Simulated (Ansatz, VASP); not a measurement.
# One calculation of MnO2, two programs

```
CELL_PARAMETERS angstrom
2.73327 0.00000 0.00000
-1.36663 2.36708 0.00000
0.00000 0.00000 4.40932
ATOMIC_POSITIONS crystal
Mn 0.00000 0.00000 0.00000
O 0.33333 0.66667 0.25200
O 0.66667 0.33333 0.74800
```

Alike in both runs: task single point; functional PBE; k mesh 10 × 10 × 6; occupations gaussian, width 0.05 eV; collinear spin; Hubbard terms Mn d U = 3.9 eV.

```csv
,VASP,Ansatz
version,VASP 6.6.1,Ansatz 0.2.0
potentials or method,"VASP PAW PBE potentials, release 64 (Mn_pv, O), cutoff 520 eV","scalar-relativistic, plane waves, PAW"
valence electrons in the cell,25,27
```

```tsv
	VASP	Ansatz	Ansatz less VASP
gap on the k mesh at the Fermi level (eV)	1.69	1.61	-0.072
least direct gap on the mesh (eV)	1.84	1.77	-0.073
pressure (GPa)	12.0	11.4	-0.65
traceless stress, the component that is largest in VASP (GPa)	-22.92	-23.39	-0.472
rms of the force components (eV/Å)	0.870	0.912	+0.0418
net moment per atom (μB)	1.00	1.00	0.000
size of the moment on the site where the two differ most (μB)	3.11	2.76	-0.354
```

Site moments also hang on the region over which each program counts them. The programs project onto different local orbitals, so the same U acts differently, and such runs can settle in different states. Atom by atom the forces differ by 0.042 eV/Å (rms over components). VASP's potentials hold 25 valence electrons a cell and Ansatz's 27, so a difference there can come from the potentials and not from the codes. Ansatz's warnings: stability check not made.
